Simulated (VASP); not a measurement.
# LiCl (Fm-3m) in VASP: relaxation of cell and atoms with PBE

Aim: the relaxation of cell and atoms of LiCl with PBE.

Program: VASP 6.6.1. These are calculated values, not measurements. Logs are shortened: lines on timing, memory, paths and dates and some standing lists are left out, and cuts for length are marked.

### Step 1. The cell of the first run

Symmetry: Fm-3m, No. 225, cubic system. The conventional cell has a = 5.151 Å, b = 5.151 Å, c = 5.151 Å, α = 90.00°, β = 90.00°, γ = 90.00°. Li (site symmetry m-3m) has 6 Cl at 2.58 Å within 3.4 Å. Within 3.4 Å of Cl (site symmetry m-3m) lie 6 Li at 2.58 Å.

### Step 2. Relaxation of cell and atoms, PBE

Contents of INCAR:

```
ALGO = Normal ; EDIFF = 1E-7
EDIFFG = -0.01 ; ENCUT = 750
GGA = PE ; GGA_COMPAT = F
IBRION = 2 ; ISIF = 3
ISMEAR = 0 ; LASPH = T
LCHARG = F ; LREAL = F
LWAVE = F ; NELM = 120
NELMIN = 4 ; NSW = 80
PREC = Accurate ; SIGMA = 0.02
```

Contents of KPOINTS:

```
k-points
0
Gamma
  8 8 8
```

Contents of POSCAR:

```
LiCl
1.0
    0.0000000000      2.5753855580      2.5753855580
    2.5753855580      0.0000000000      2.5753855580
    2.5753855580      2.5753855580      0.0000000000
Li Cl
1 1
Direct
    0.0000000000      0.0000000000      0.0000000000
    0.5000000000      0.5000000000      0.5000000000
```

Potentials or basis: VASP PAW PBE potentials, release 64 (Li_sv, Cl).

Command:

```
cat potpaw_PBE.64/Li_sv/POTCAR potpaw_PBE.64/Cl/POTCAR > POTCAR
mpirun -np 1 vasp_std > vasp.out
```

OUTCAR:

```text
EDIFF = 1E-7
   EDIFFG = -0.01
   ENCUT = 750
   GGA = PE
   IBRION = 2
   ISIF = 3
   ISMEAR = 0
   LASPH = T
   LREAL = F
   NELM = 120
   NELMIN = 4
   NSW = 80
   PREC = Accurate

 ion  position               nearest neighbor table
   1  0.000  0.000  0.000-   2 2.58   2 2.58   2 2.58   2 2.58   2 2.58   2 2.58
   2  0.500  0.500  0.500-   1 2.58   1 2.58   1 2.58   1 2.58   1 2.58   1 2.58

  LATTYP: Found a face centered cubic cell.
 ALAT       =     5.1507711160

  Lattice vectors:

 A1 = (   0.0000000000,   2.5753855580,   2.5753855580)
 A2 = (   2.5753855580,   0.0000000000,   2.5753855580)
 A3 = (   2.5753855580,   2.5753855580,   0.0000000000)

Analysis of symmetry for initial positions (statically):
=====================================================================
 Subroutine PRICEL returns:
 Original cell was already a primitive cell.

 Routine SETGRP: Setting up the symmetry group for a
 face centered cubic supercell.

 Subroutine GETGRP returns: Found 48 space group operations
 (whereof 48 operations were pure point group operations)
 out of a pool of 48 trial point group operations.

The static configuration has the point symmetry O_h .

Analysis of symmetry for dynamics (positions and initial velocities):
=====================================================================
 Subroutine PRICEL returns:
 Original cell was already a primitive cell.

 Routine SETGRP: Setting up the symmetry group for a
 face centered cubic supercell.

 Subroutine GETGRP returns: Found 48 space group operations
 (whereof 48 operations were pure point group operations)
 out of a pool of 48 trial point group operations.

The dynamic configuration has the point symmetry O_h .

 Subroutine INISYM returns: Found 48 space group operations
 (whereof 48 operations are pure point group operations),
 and found     1 'primitive' translations

----------------------------------------------------------------------------------------

                                     Primitive cell

  volume of cell :      34.1631

  direct lattice vectors                    reciprocal lattice vectors
     0.000000000  2.575385558  2.575385558    -0.194145688  0.194145688  0.194145688
     2.575385558  0.000000000  2.575385558     0.194145688 -0.194145688  0.194145688
     2.575385558  2.575385558  0.000000000     0.194145688  0.194145688 -0.194145688

  length of vectors
     3.642145184  3.642145184  3.642145184     0.336270195  0.336270195  0.336270195

  position of ions in fractional coordinates (direct lattice)
     0.000000000  0.000000000  0.000000000
     0.500000000  0.500000000  0.500000000

  ion indices of the primitive-cell ions
   primitive index   ion index
                 1           1
                 2           2

----------------------------------------------------------------------------------------

 KPOINTS: k-points

Automatic generation of k-mesh.
 Grid dimensions read from file:
 generate k-points for:    8    8    8

 Generating k-lattice:

  Cartesian coordinates                     Fractional coordinates (reciprocal lattice)
    -0.024268211  0.024268211  0.024268211     0.125000000  0.000000000  0.000000000
     0.024268211 -0.024268211  0.024268211     0.000000000  0.125000000  0.000000000
     0.024268211  0.024268211 -0.024268211     0.000000000  0.000000000  0.125000000

  Length of vectors
     0.042033774  0.042033774  0.042033774

  Shift w.r.t. Gamma in fractional coordinates (k-lattice)
     0.000000000  0.000000000  0.000000000

 Subroutine IBZKPT returns following result:
 ===========================================

 Found     29 irreducible k-points:

 Following reciprocal coordinates:
            Coordinates               Weight
  0.000000  0.000000  0.000000      1.000000
  0.125000  0.000000  0.000000      8.000000
  0.250000  0.000000  0.000000      8.000000
  0.375000  0.000000  0.000000      8.000000
  0.500000  0.000000  0.000000      4.000000
  0.125000  0.125000  0.000000      6.000000
[... 16 lines left out ...]
  0.500000  0.250000  0.125000     48.000000
 -0.375000  0.250000  0.125000     24.000000
 [... further k-points ...]
   k-points           NKPTS =     29   k-points in BZ     NKDIM =     29   number of bands    NBANDS=      9
   number of dos      NEDOS =    301   number of ions     NIONS =      2
   total plane-waves  NPLWV =  46656
   dimension x,y,z NGX =    36 NGY =   36 NGZ =   36
   dimension x,y,z NGXF=    72 NGYF=   72 NGZF=   72
   ions per type =               1   1
   NGX,Y,Z   is equivalent  to a cutoff of  16.43, 16.43, 16.43 a.u.
   NGXF,Y,Z  is equivalent  to a cutoff of  32.86, 32.86, 32.86 a.u.
 SYSTEM =  unknown system
   PREC   = accura    normal or accurate (medium, high low for compatibility)
   ISTART =      0    job   : 0-new  1-cont  2-samecut
   ICHARG =      2    charge: 1-file 2-atom 10-const
   ISPIN  =      1    spin polarized calculation?
   LNONCOLLINEAR =      F non collinear calculations
   LSORBIT =      F    spin-orbit coupling
   LASPH  =      T    aspherical Exc in radial PAW
   ENCUT  =  750.0 eV  55.12 Ry    7.42 a.u.   8.13  8.13  8.13*2*pi/ulx,y,z
   NELM   =    120;   NELMIN=  4; NELMDL= -5     # of ELM steps
   EDIFF  = 0.1E-06   stopping-criterion for ELM
   LREAL  =      F    real-space projection
   EDIFFG = -.1E-01   stopping-criterion for IOM
   NSW    =     80    number of steps for IOM
   IBRION =      2    ionic relax: 0-MD 1-quasi-New 2-CG
   NFREE  =      1    steps in history (QN), initial steepest desc. (CG)
   ISIF   =      3    stress and relaxation
   ISYM   =      2    0-nonsym 1-usesym 2-fastsym
   POTIM  = 0.5000    time-step for ionic-motion
   TEBEG  =    0.0;   TEEND  =   0.0 temperature during run
   PSTRESS=    0.0 pullay stress
   NELECT =      10.0000    total number of electrons
   NUPDOWN=      -1.0000    fix difference up-down
   EMIN   =  10.00;   EMAX   =-10.00  energy-range for DOS
   EFERMI =   0.00;   METHOD = LEGACY
   ISMEAR =     0;   SIGMA  =   0.02  broadening in eV -4-tet -1-fermi 0-gaus
   EFERMI_NEDOS =   21; number of points for ismear=-14 and -15
   IALGO  =     38    algorithm
   IMIX   =      4    mixing-type and parameters
     AMIX     =   0.40;   BMIX     =  1.00
     AMIX_MAG =   1.60;   BMIX_MAG =  1.00
  volume/ion in A,a.u.               =      17.08       115.27
  Fermi-wavevector in a.u.,A,eV,Ry     =   1.086983  2.054099 16.075706  1.181531
  Thomas-Fermi vector in A             =   2.223132
   LORBIT       =      0    0 simple, 1 ext, 2 COOP (PROOUT), +10 PAW based schemes
   GGA     = PE    functional components
   LHFCALC =     F    Hartree Fock is set to
   AEXX    =    0.0000 exact exchange contribution
   IVDW    =     0    specifies the selected vdW correction
   LEPSILON=     F    determine dielectric tensor
   LRPA    =     F    only Hartree local field effects (RPA)
 conjugate gradient relaxation of ions
 non-spin polarized calculation
 Gauss-broadening in eV      SIGMA  =   0.02
  energy-cutoff  :      750.00
  volume of cell :       34.16
 maximum number of plane-waves:      1639
 NGX is ok and might be reduce to    36
   NGX = 17   NGY = 17   NGZ = 17

 number of electron      10.0000001 magnetization

 Free energy of the ion-electron system (eV)
  ---------------------------------------------------
  ext. energy  EPLUGINS =         0.00000000
  ---------------------------------------------------
  free energy    TOTEN  =        -7.38376480 eV

  energy without entropy =       -7.38376480  energy(sigma->0) =       -7.38376480

 E-fermi :   0.7413     XC(G=0):  -8.6772

 val. band max:        0.4860823059   @ k =   0.0000   0.0000   0.0000
 cond. band min:       6.7491372579   @ k =   0.0000   0.0000   0.0000
 fundamental gap:      6.2630549521
 Fermi energy:         0.7413400885

 k-point     1 :       0.0000    0.0000    0.0000
  band No.  band energies     occupation
      1     -43.0505      2.00000
      2     -12.8680      2.00000
      3       0.4861      2.00000
      4       0.4861      2.00000
      5       0.4861      2.00000
      6       6.7491      0.00000
      7      12.4144      0.00000
      8      12.4144      0.00000
      9      12.4144      0.00000

 k-point     2 :       0.1250    0.0000    0.0000
  band No.  band energies     occupation
      1     -43.0501      2.00000
      2     -12.7944      2.00000
      3      -0.0310      2.00000
      4       0.4460      2.00000
      5       0.4460      2.00000
      6       7.2106      0.00000
      7      11.6239      0.00000
      8      12.3053      0.00000
      9      12.3053      0.00000

 k-point     3 :       0.2500    0.0000    0.0000
  band No.  band energies     occupation
      1     -43.0492      2.00000
      2     -12.6071      2.00000
      3      -1.0665      2.00000
      4       0.3543      2.00000
      5       0.3543      2.00000
      6       7.6624      0.00000
      7      11.1637      0.00000
      8      11.1637      0.00000
      9      11.4138      0.00000

 k-point     4 :       0.3750    0.0000    0.0000
  band No.  band energies     occupation
      1     -43.0484      2.00000
      2     -12.4041      2.00000
      3      -1.9419      2.00000
      4       0.2691      2.00000
      5       0.2691      2.00000
      6       7.4131      0.00000
      7      10.2847      0.00000
      8      10.2847      0.00000
      9      12.5516      0.00000
[... 205 lines left out ...]
 k-point    22 :       0.3750    0.2500    0.1250
  band No.  band energies     occupation
      1     -43.0486      2.00000
      2     -12.4541      2.00000
      3      -1.2706      2.00000
      4      -0.3556      2.00000
      5       0.1592      2.00000
      6       8.8664      0.00000
      7      10.1367      0.00000
      8      10.2766      0.00000
      9      12.1201      0.00000

 k-point    23 :       0.5000    0.2500    0.1250
  band No.  band energies     occupation
      1     -43.0479      2.00000
      2     -12.2798      2.00000
      3      -1.7838      2.00000
      4      -0.6946      2.00000
      5       0.0073      2.00000
      6       8.8452      0.00000
      7       9.8443      0.00000
      8      10.8209      0.00000
      9      11.8038      0.00000

 k-point    24 :      -0.3750    0.2500    0.1250
  band No.  band energies     occupation
      1     -43.0476      2.00000
      2     -12.2037      2.00000
      3      -2.0090      2.00000
      4      -0.7886      2.00000
      5      -0.0793      2.00000
      6       8.6744      0.00000
      7       9.7875      0.00000
      8      11.0065      0.00000
      9      12.1579      0.00000

 [... further k-points ...]

------------------------ aborting loop because EDIFF is reached ----------------------------------------

  FORCE on cell =-STRESS in cart. coord.  units (eV):
  Direction    XX          YY          ZZ          XY          YZ          ZX
  --------------------------------------------------------------------------------------
  -------------------------------------------------------------------------------------
  Total       -0.0191595     -0.0191595     -0.0191595      0.0000000     -0.0000000     -0.0000000
  in kB       -0.8985389     -0.8985389     -0.8985389      0.0000000     -0.0000000     -0.0000000
  external PRESSURE =      -0.8985389 kB  Pullay stress =       0.0000000 kB

 VOLUME and BASIS-vectors are now :
 -----------------------------------------------------------------------------
  energy-cutoff  :      750.00
  volume of cell :       34.16
      direct lattice vectors                 reciprocal lattice vectors
     0.000000000  2.575385558  2.575385558    -0.194145688  0.194145688  0.194145688
     2.575385558  0.000000000  2.575385558     0.194145688 -0.194145688  0.194145688
     2.575385558  2.575385558  0.000000000     0.194145688  0.194145688 -0.194145688

 POSITION                                       TOTAL-FORCE (eV/Angst)
 -----------------------------------------------------------------------------------
      0.00000      0.00000      0.00000        -0.000000      0.000000      0.000000
      2.57539      2.57539      2.57539         0.000000     -0.000000     -0.000000
 -----------------------------------------------------------------------------------
    total drift:                                0.000000      0.000000      0.000000

  FREE ENERGIE OF THE ION-ELECTRON SYSTEM (eV)
  ---------------------------------------------------
  free  energy   TOTEN  =        -7.3837648028 eV

  energy  without entropy=       -7.3837648028  energy(sigma->0) =       -7.38376480

 reached required accuracy - stopping structural energy minimisation
```

It took 30 s on 1 thread of Intel Xeon 8259CL, shared host; peak memory 0.19 GiB.

What came out:

```yaml
Free_energy: -7.3838 eV
Pressure_after_relaxing: -0.1 GPa
Band_gap_on_the_k_mesh: 6.26 eV, direct
```

Final structure:
```cif
data_structure
_symmetry_space_group_name_H-M 'P 1'
_symmetry_Int_Tables_number 1
_cell_length_a 3.6421
_cell_length_b 3.6421
_cell_length_c 3.6421
_cell_angle_alpha 60.000
_cell_angle_beta 60.000
_cell_angle_gamma 60.000
_cell_volume 34.16
loop_
_atom_site_label
_atom_site_type_symbol
_atom_site_fract_x
_atom_site_fract_y
_atom_site_fract_z
_atom_site_occupancy
Li1 Li 0.00000 0.00000 0.00000 1
Cl1 Cl 0.50000 0.50000 0.50000 1
```

Caveat: the relaxation stopped at its first step, so nothing moved. A k mesh can miss the band edges.
